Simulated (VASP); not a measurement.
# Bi (Im-3m) in VASP: further runs

Aim: see how the results for Bi move with the level of theory and the settings. Levels: B3LYP+D4, PBEsol. Tasks: single point.

Everything below comes from runs of VASP 6.6.1. Logs are shortened: lines on timing, memory, paths and dates and some standing lists are left out, and cuts for length are marked.

**1. The cell of the first run**

The structure is cubic, space group Im-3m (No. 229). Conventional cell: a = 3.963 Å, b = 3.963 Å, c = 3.963 Å, α = 90.00°, β = 90.00°, γ = 90.00°. Bi (site symmetry m-3m) has 14 Bi at 3.43 to 3.96 Å within 4.5 Å.

This isn't the form of Bi at room conditions, which is rhombohedral.

**2. Single point, B3LYP+D4**

POSCAR

```
Bi
1.0
   -1.9814305300      1.9814305300      1.9814305300
    1.9814305300     -1.9814305300      1.9814305300
    1.9814305300      1.9814305300     -1.9814305300
Bi
1
Direct
    0.0000000000      0.0000000000      0.0000000000
```

INCAR.step1

```
SYSTEM = Bi
ALGO = Normal
EDIFF = 1E-5
ENCUT = 400
GGA = PE
GGA_COMPAT = .FALSE.
ISIF = 2
ISMEAR = -1
LASPH = .TRUE.
LREAL = .FALSE.
LWAVE = .TRUE.
NBANDS = 14
NELM = 120
PREC = Accurate
SIGMA = 0.1
```

INCAR.step2

```
SYSTEM = Bi
AEXX = 0.2
AGGAC = 0.81
AGGAX = 0.72
ALDAC = 0.19
ALGO = Normal
EDIFF = 1E-6
ENCUT = 400
GGA = B3
GGA_COMPAT = .FALSE.
ISIF = 2
ISMEAR = -1
ISTART = 1
IVDW = 13
LASPH = .TRUE.
LCHARG = .TRUE.
LELF = .TRUE.
LHFCALC = .TRUE.
LREAL = .FALSE.
LVHAR = .TRUE.
LWAVE = .FALSE.
NBANDS = 14
NELM = 120
PREC = Accurate
PRECFOCK = Normal
SIGMA = 0.1
```

KPOINTS

```
k-points
0
G
  7 7 7
  0 0 0
```

Potentials or basis: VASP PAW PBE potentials, release 64 (Bi_d).

Run with:

```console
cat potpaw_PBE.64/Bi_d/POTCAR > POTCAR
cp INCAR.step1 INCAR
mpirun -np 1 vasp_std > vasp.out
cp INCAR.step2 INCAR
mpirun -np 1 vasp_std > vasp.out
```

OUTCAR:

```text
SYSTEM = Bi
   AEXX = 0.2
   EDIFF = 1E-6
   ENCUT = 400
   GGA = B3
   ISIF = 2
   ISMEAR = -1
   ISTART = 1
   IVDW = 13
   LASPH = .TRUE.
   LHFCALC = .TRUE.
   LREAL = .FALSE.
   NELM = 120
   PREC = Accurate
   PRECFOCK = Normal

 ion  position               nearest neighbor table
   1  0.000  0.000  0.000-

  LATTYP: Found a body centered cubic cell.
 ALAT       =     3.9628610600

  Lattice vectors:

 A1 = (  -1.9814305300,   1.9814305300,   1.9814305300)
 A2 = (   1.9814305300,  -1.9814305300,   1.9814305300)
 A3 = (   1.9814305300,   1.9814305300,  -1.9814305300)

Analysis of symmetry for initial positions (statically):
=====================================================================
 Subroutine PRICEL returns:
 Original cell was already a primitive cell.

 Routine SETGRP: Setting up the symmetry group for a
 body centered cubic supercell.

 Subroutine GETGRP returns: Found 48 space group operations
 (whereof 48 operations were pure point group operations)
 out of a pool of 48 trial point group operations.

The static configuration has the point symmetry O_h .

Analysis of symmetry for dynamics (positions and initial velocities):
=====================================================================
 Subroutine PRICEL returns:
 Original cell was already a primitive cell.

 Routine SETGRP: Setting up the symmetry group for a
 body centered cubic supercell.

 Subroutine GETGRP returns: Found 48 space group operations
 (whereof 48 operations were pure point group operations)
 out of a pool of 48 trial point group operations.

The dynamic configuration has the point symmetry O_h .

 Subroutine INISYM returns: Found 48 space group operations
 (whereof 48 operations are pure point group operations),
 and found     1 'primitive' translations

----------------------------------------------------------------------------------------

                                     Primitive cell

  volume of cell :      31.1169

  direct lattice vectors                    reciprocal lattice vectors
    -1.981430530  1.981430530  1.981430530     0.000000000  0.252342937  0.252342937
     1.981430530 -1.981430530  1.981430530     0.252342937  0.000000000  0.252342937
     1.981430530  1.981430530 -1.981430530     0.252342937  0.252342937  0.000000000

  length of vectors
     3.431938350  3.431938350  3.431938350     0.356866804  0.356866804  0.356866804

  position of ions in fractional coordinates (direct lattice)
     0.000000000  0.000000000  0.000000000

  ion indices of the primitive-cell ions
   primitive index   ion index
                 1           1

----------------------------------------------------------------------------------------

 KPOINTS: k-points

Automatic generation of k-mesh.
 Grid dimensions read from file:
 generate k-points for:    7    7    7

 Generating k-lattice:

  Cartesian coordinates                     Fractional coordinates (reciprocal lattice)
     0.000000000  0.036048991  0.036048991     0.142857143  0.000000000  0.000000000
     0.036048991  0.000000000  0.036048991     0.000000000  0.142857143  0.000000000
     0.036048991  0.036048991  0.000000000     0.000000000  0.000000000  0.142857143

  Length of vectors
     0.050980972  0.050980972  0.050980972

  Shift w.r.t. Gamma in fractional coordinates (k-lattice)
     0.000000000  0.000000000  0.000000000

 Subroutine IBZKPT returns following result:
 ===========================================

 Found     20 irreducible k-points:

 Following reciprocal coordinates:
            Coordinates               Weight
  0.000000  0.000000  0.000000      1.000000
  0.142857  0.000000  0.000000     12.000000
  0.285714  0.000000  0.000000     12.000000
  0.428571  0.000000  0.000000     12.000000
  0.142857  0.142857  0.000000     24.000000
  0.285714  0.142857 -0.000000     48.000000
[... 12 lines left out ...]
 -0.428571 -0.428571  0.285714      8.000000
 -0.428571  0.428571  0.428571      6.000000
   k-points           NKPTS =     20   k-points in BZ     NKDIM =    343   number of bands    NBANDS=     14
   number of dos      NEDOS =    301   number of ions     NIONS =      1
   total plane-waves  NPLWV =  13824
   dimension x,y,z NGX =    24 NGY =   24 NGZ =   24
   dimension x,y,z NGXF=    48 NGYF=   48 NGZF=   48
   ions per type =               1
   NGX,Y,Z   is equivalent  to a cutoff of  11.63, 11.63, 11.63 a.u.
   NGXF,Y,Z  is equivalent  to a cutoff of  23.25, 23.25, 23.25 a.u.
 SYSTEM =  Bi
   PREC   = accura    normal or accurate (medium, high low for compatibility)
   ISTART =      1    job   : 0-new  1-cont  2-samecut
   ICHARG =      0    charge: 1-file 2-atom 10-const
   ISPIN  =      1    spin polarized calculation?
   LNONCOLLINEAR =      F non collinear calculations
   LSORBIT =      F    spin-orbit coupling
   LASPH  =      T    aspherical Exc in radial PAW
   ENCUT  =  400.0 eV  29.40 Ry    5.42 a.u.   5.60  5.60  5.60*2*pi/ulx,y,z
   NELM   =    120;   NELMIN=  2; NELMDL=  0     # of ELM steps
   EDIFF  = 0.1E-05   stopping-criterion for ELM
   LREAL  =      F    real-space projection
   EDIFFG = 0.1E-04   stopping-criterion for IOM
   NSW    =      0    number of steps for IOM
   IBRION =     -1    ionic relax: 0-MD 1-quasi-New 2-CG
   NFREE  =      0    steps in history (QN), initial steepest desc. (CG)
   ISIF   =      2    stress and relaxation
   ISYM   =      3    0-nonsym 1-usesym 2-fastsym
   POTIM  = 0.5000    time-step for ionic-motion
   TEBEG  =    0.0;   TEEND  =   0.0 temperature during run
   PSTRESS=    0.0 pullay stress
   NELECT =      15.0000    total number of electrons
   NUPDOWN=      -1.0000    fix difference up-down
   EMIN   =  10.00;   EMAX   =-10.00  energy-range for DOS
   EFERMI =   0.00;   METHOD = LEGACY
   ISMEAR =    -1;   SIGMA  =   0.10  broadening in eV -4-tet -1-fermi 0-gaus
   EFERMI_NEDOS =   21; number of points for ismear=-14 and -15
   IALGO  =     38    algorithm
   IMIX   =      1    mixing-type and parameters
     AMIX     =   0.40;   BMIX     =  1.00
     AMIX_MAG =   1.60;   BMIX_MAG =  1.00
  volume/ion in A,a.u.               =      31.12       209.99
  Fermi-wavevector in a.u.,A,eV,Ry     =   1.283630  2.425708 22.418388  1.647705
  Thomas-Fermi vector in A             =   2.415871
   LORBIT       =      0    0 simple, 1 ext, 2 COOP (PROOUT), +10 PAW based schemes
   GGA     = B3    functional components
   LHFCALC =     T    Hartree Fock is set to
   PRECFOCK=normal    Normal, Fast or Accurate (Low or Medium for compatibility)
   ENCUT4O =  -1.0   cutoff for four orbital integrals eV
   NKREDX  =     1    reduce k-point grid by
   NKREDY  =     1    reduce k-point grid by
   NKREDZ  =     1    reduce k-point grid by
   AEXX    =    0.2000 exact exchange contribution
   HFSCREEN=    0.0000 screening length (either q_TF or 0.3 A-1)
   HFSCREENC=   0.0000 screening length for correlation (either q_TF or 0.3 A-1)
   ENCUTFOCK=  -1.0 apply spherical cutoff to Coloumb kernel
   IVDW    =    13    specifies the selected vdW correction
   LEPSILON=     F    determine dielectric tensor
   LRPA    =     F    only Hartree local field effects (RPA)
 non-spin polarized calculation
  energy-cutoff  :      400.00
  volume of cell :       31.12
 maximum number of plane-waves:       581
  NGX = 18; NGY = 18; NGZ = 18

 number of electron      14.9999996 magnetization

 Free energy of the ion-electron system (eV)
  ---------------------------------------------------
  ext. energy  EPLUGINS =         0.00000000
  ---------------------------------------------------
  free energy    TOTEN  =        -3.90903176 eV

  energy without entropy =       -3.89036740  energy(sigma->0) =       -3.89969958

 E-fermi :   8.0558     XC(G=0):  -8.1541

 val. band max:        7.9797597832   @ k =  -0.4286   0.4286   0.2857
 cond. band min:       8.4266404977   @ k =  -0.2857   0.2857   0.2857
 fundamental gap:      0.4468807145
 Fermi energy:         8.0558268488

 k-point     1 :       0.0000    0.0000    0.0000
  band No.  band energies     occupation
      1     -16.9090      2.00000
      2     -16.9090      2.00000
      3     -16.9090      2.00000
      4     -16.7666      2.00000
      5     -16.7666      2.00000
      6      -6.9214      2.00000
      7      13.8823      0.00000
      8      13.8823      0.00000
      9      13.8823      0.00000
     10      18.5021      0.00000
     11      19.8115      0.00000
     12      19.8115      0.00000
     13      19.8115      0.00000
     14      20.8045      0.00000

 k-point     2 :       0.1429    0.0000    0.0000
  band No.  band energies     occupation
      1     -16.9172      2.00000
      2     -16.8963      2.00000
      3     -16.8676      2.00000
      4     -16.7758      2.00000
      5     -16.7687      2.00000
      6      -6.5185      2.00000
      7      10.7744      0.00000
      8      12.8331      0.00000
      9      13.5649      0.00000
     10      17.5568      0.00000
     11      18.4351      0.00000
     12      19.4968      0.00000
     13      20.4866      0.00000
     14      22.3674      0.00000

 k-point     3 :       0.2857    0.0000    0.0000
  band No.  band energies     occupation
      1     -16.9355      2.00000
      2     -16.8793      2.00000
      3     -16.7863      2.00000
      4     -16.7731      2.00000
      5     -16.7727      2.00000
      6      -5.3639      2.00000
      7       6.0512      2.00000
      8      11.2008      0.00000
      9      12.8512      0.00000
     10      15.9212      0.00000
     11      17.2759      0.00000
     12      20.0852      0.00000
     13      21.6632      0.00000
     14      25.2936      0.00000

 k-point     4 :       0.4286    0.0000    0.0000
  band No.  band energies     occupation
      1     -16.9503      2.00000
      2     -16.8834      2.00000
      3     -16.7787      2.00000
      4     -16.7767      2.00000
      5     -16.6951      2.00000
      6      -3.8862      2.00000
      7       2.7903      2.00000
      8      10.1835      0.00000
      9      12.3167      0.00000
     10      15.1453      0.00000
     11      16.6944      0.00000
     12      21.4070      0.00000
     13      22.7435      0.00000
     14      26.1943      0.00000

 k-point     5 :       0.1429    0.1429    0.0000
  band No.  band energies     occupation
      1     -16.9176      2.00000
      2     -16.8895      2.00000
      3     -16.8025      2.00000
      4     -16.7873      2.00000
      5     -16.7720      2.00000
      6      -5.7363      2.00000
      7       7.5853      1.98207
      8      10.8724      0.00000
      9      12.5314      0.00000
     10      17.4085      0.00000
     11      17.9780      0.00000
[... 208 lines left out ...]
 k-point    18 :      -0.4286    0.4286    0.2857
  band No.  band energies     occupation
      1     -16.8815      2.00000
      2     -16.8579      2.00000
      3     -16.8017      2.00000
      4     -16.7598      2.00000
      5     -16.7089      2.00000
      6      -2.6341      2.00000
      7       4.3871      2.00000
      8       7.0903      1.99987
      9       7.9798      1.36300
     10      14.0953      0.00000
     11      16.5963      0.00000
     12      21.5445      0.00000
     13      21.7306      0.00000
     14      25.7032      0.00000

 k-point    19 :      -0.4286   -0.4286    0.2857
  band No.  band energies     occupation
      1     -16.8869      2.00000
      2     -16.8869      2.00000
      3     -16.7846      2.00000
      4     -16.7142      2.00000
      5     -16.7142      2.00000
      6      -2.0148      2.00000
      7       5.0235      2.00000
      8       5.0235      2.00000
      9       8.5127      0.02053
     10      14.3401      0.00000
     11      14.3401      0.00000
     12      21.2579      0.00000
     13      25.1140      0.00000
     14      26.3301      0.00000

 k-point    20 :      -0.4286    0.4286    0.4286
  band No.  band energies     occupation
      1     -16.9108      2.00000
      2     -16.9034      2.00000
      3     -16.7181      2.00000
      4     -16.7181      2.00000
      5     -16.7151      2.00000
      6      -1.5796      2.00000
      7       5.5966      2.00000
      8       6.0676      2.00000
      9       6.0676      2.00000
     10      12.6411      0.00000
     11      13.6452      0.00000
     12      24.2620      0.00000
     13      25.8666      0.00000
     14      25.8667      0.00000

------------------------ aborting loop because EDIFF is reached ----------------------------------------

  DFT-D4 for vdW energy calculation

  Edisp (eV):   -0.90488

  FORCE on cell =-STRESS in cart. coord.  units (eV):
  Direction    XX          YY          ZZ          XY          YZ          ZX
  --------------------------------------------------------------------------------------
  -------------------------------------------------------------------------------------
  Total      -0.07223    -0.07223    -0.07223     0.00000    -0.00000    -0.00000
  in kB      -3.71893    -3.71893    -3.71893     0.00000    -0.00000    -0.00000
  external pressure =       -3.72 kB  Pullay stress =        0.00 kB

 VOLUME and BASIS-vectors are now :
 -----------------------------------------------------------------------------
  energy-cutoff  :      400.00
  volume of cell :       31.12
      direct lattice vectors                 reciprocal lattice vectors
    -1.981430530  1.981430530  1.981430530     0.000000000  0.252342937  0.252342937
     1.981430530 -1.981430530  1.981430530     0.252342937  0.000000000  0.252342937
     1.981430530  1.981430530 -1.981430530     0.252342937  0.252342937  0.000000000

 POSITION                                       TOTAL-FORCE (eV/Angst)
 -----------------------------------------------------------------------------------
      0.00000      0.00000      0.00000         0.000000     -0.000000     -0.000000
 -----------------------------------------------------------------------------------
    total drift:                               -0.000000     -0.000000     -0.000000

  FREE ENERGIE OF THE ION-ELECTRON SYSTEM (eV)
  ---------------------------------------------------
  free  energy   TOTEN  =        -4.8139150026 eV

  energy  without entropy=       -4.7952506426  energy(sigma->0) =       -4.80458282
```

Wall time 32 min (1 thread of Intel Xeon Platinum 8259CL at 2.50GHz (Skylake/Cascade Lake), shared host); peak memory 0.16 GiB.

What came out:

- Free energy: -4.8139 eV
- Pressure: -0.4 GPa
- Band gap on the k mesh: zero (an odd number of electrons rules out a gap without spin polarisation)
- Dispersion energy per atom: -0.905 eV

Caveat: the PAW data sets were made with another functional, which shifts forces and pressure a little; spin-orbit coupling is left out, which moves the levels of the heavy elements.

**3. Single point, PBEsol**

INCAR

```
SYSTEM = Bi
PREC = Accurate
ENCUT = 520
EDIFF = 1E-6
ISMEAR = -1
SIGMA = 0.05
LREAL = .FALSE.
LASPH = .TRUE.
NELM = 80
ALGO = Normal
ISIF = 2
LWAVE = .FALSE.
LCHARG = .FALSE.
GGA = PS
NBANDS = 14
```

KPOINTS

```
Automatic mesh
0
G
  7 7 7
  0 0 0
```

POSCAR

```
Bi
1.0
   -1.9814305318      1.9814305318      1.9814305318
    1.9814305318     -1.9814305318      1.9814305318
    1.9814305318      1.9814305318     -1.9814305318
Bi
1
Direct
    0.0000000000      0.0000000000      0.0000000000
```

Potentials or basis: VASP PAW PBE potentials, release 64 (Bi_d).

Run with:

```console
cat potpaw_PBE.64/Bi_d/POTCAR > POTCAR
mpirun -np 1 vasp_std > vasp.out
```

OUTCAR:

```text
SYSTEM = Bi
   PREC = Accurate
   ENCUT = 520
   EDIFF = 1E-6
   ISMEAR = -1
   LREAL = .FALSE.
   LASPH = .TRUE.
   NELM = 80
   ISIF = 2
   GGA = PS

 ion  position               nearest neighbor table
   1  0.000  0.000  0.000-

  LATTYP: Found a body centered cubic cell.
 ALAT       =     3.9628610636

  Lattice vectors:

 A1 = (  -1.9814305318,   1.9814305318,   1.9814305318)
 A2 = (   1.9814305318,  -1.9814305318,   1.9814305318)
[... 512 lines left out ...]
     12      22.7024      0.00000
     13      24.2139      0.00000
     14      24.2295      0.00000

------------------------ aborting loop because EDIFF is reached ----------------------------------------

  FORCE on cell =-STRESS in cart. coord.  units (eV):
  Direction    XX          YY          ZZ          XY          YZ          ZX
  --------------------------------------------------------------------------------------
  -------------------------------------------------------------------------------------
  Total       -0.1977728     -0.1977728     -0.1977728      0.0000000      0.0000000     -0.0000000
  in kB      -10.1831133    -10.1831133    -10.1831133      0.0000000      0.0000000     -0.0000000
  external PRESSURE =     -10.1831133 kB  Pullay stress =       0.0000000 kB

 VOLUME and BASIS-vectors are now :
 -----------------------------------------------------------------------------
  energy-cutoff  :      520.00
  volume of cell :       31.12
      direct lattice vectors                 reciprocal lattice vectors
    -1.981430532  1.981430532  1.981430532     0.000000000  0.252342937  0.252342937
     1.981430532 -1.981430532  1.981430532     0.252342937  0.000000000  0.252342937
     1.981430532  1.981430532 -1.981430532     0.252342937  0.252342937  0.000000000

 POSITION                                       TOTAL-FORCE (eV/Angst)
 -----------------------------------------------------------------------------------
      0.00000      0.00000      0.00000         0.000000     -0.000000      0.000000
 -----------------------------------------------------------------------------------
    total drift:                               -0.000000     -0.000000     -0.000000

  FREE ENERGIE OF THE ION-ELECTRON SYSTEM (eV)
  ---------------------------------------------------
  free  energy   TOTEN  =        -4.1773302221 eV

  energy  without entropy=       -4.1687518093  energy(sigma->0) =       -4.17304102
```

Wall time 12 s (1 thread of Intel Xeon 8259CL, shared host); peak memory 0.15 GiB.

Results:

| Item | Value |
| --- | --- |
| Free energy | -4.1773 eV |
| Pressure | -1.0 GPa |
| Band gap on the k mesh | zero (an odd number of electrons rules out a gap without spin polarisation) |

Levels at points of the mesh, in eV from the Fermi level:
| k point | band 5 | band 6 | band 7 | band 8 | band 9 | band 10 |
| --- | --- | --- | --- | --- | --- | --- |
| (0.00, 0.00, 0.00) | -22.74 | -13.47 | 5.18 | 5.18 | 5.18 | 9.16 |

Caveat: the PAW data sets were made with another functional, which shifts forces and pressure a little; spin-orbit coupling is left out, which moves the levels of the heavy elements.

**4. Single point, PBEsol, non-collinear spin, zero start, spin-orbit coupling**

INCAR

```
ALGO = Fast
EDIFF = 1E-6
ENCUT = 520
GGA = PS
GGA_COMPAT = F
ISIF = 2
ISMEAR = -1
LASPH = T
LCHARG = F
LNONCOLLINEAR = T
LORBIT = 11
LORBMOM = T
LREAL = F
LSORBIT = T
LWAVE = F
MAGMOM = 0 0 0
NBANDS = 26
NELM = 150
PREC = Accurate
SIGMA = 0.05
```

KPOINTS

```
k-points
0
Gamma
  7 7 7
```

POSCAR is that of step 3.

Run with:

```console
cat potpaw_PBE.64/Bi_d/POTCAR > POTCAR
mpirun -np 1 vasp_ncl > vasp.out
```

It took 62 s on 1 thread of Intel Xeon 8259CL, shared host; peak memory 0.24 GiB.

It converged, with:

| Quantity | Value |
| --- | --- |
| Free energy | -5.0207 eV |
| Pressure | -0.4 GPa |
| Net moment | 0.00 μB per cell |
| Valence electrons inside the program's atomic spheres | Bi 12.74 |

Moments on the atoms (μB; x, y, z):
```
Bi  0.00 0.00 0.00
```

Caveat: the PAW data sets were made with another functional, which shifts forces and pressure a little.

**5. The runs side by side**

```csv
level,spin,cutoff (eV),smearing,grid for exact exchange (PRECFOCK),share of exact exchange,gap on the mesh (eV),pressure (GPa)
B3LYP+D4,off,400,fermi-dirac 0.1 eV,Normal,0.2,none,-0.4
PBEsol,off,520,fermi-dirac 0.05 eV,-,-,none,-1.0
PBEsol,"non-collinear, zero start, SOC",520,fermi-dirac 0.05 eV,-,-,-,-0.4
```

Alike in all rows: task single point; potentials or basis VASP PAW PBE potentials, release 64 (Bi_d); cell as given; k mesh 7 × 7 × 7.

The pressure there spans -1.0 GPa (PBEsol) to -0.4 GPa (B3LYP+D4); a positive pressure means that this level wants a larger cell, a negative one a smaller.

Caveats: the PAW data sets were made with another functional, which shifts forces and pressure a little; spin-orbit coupling is left out, which moves the levels of the heavy elements (at least some runs).

Total energies depend on the potentials used, so only differences within one code and one set of settings carry meaning.
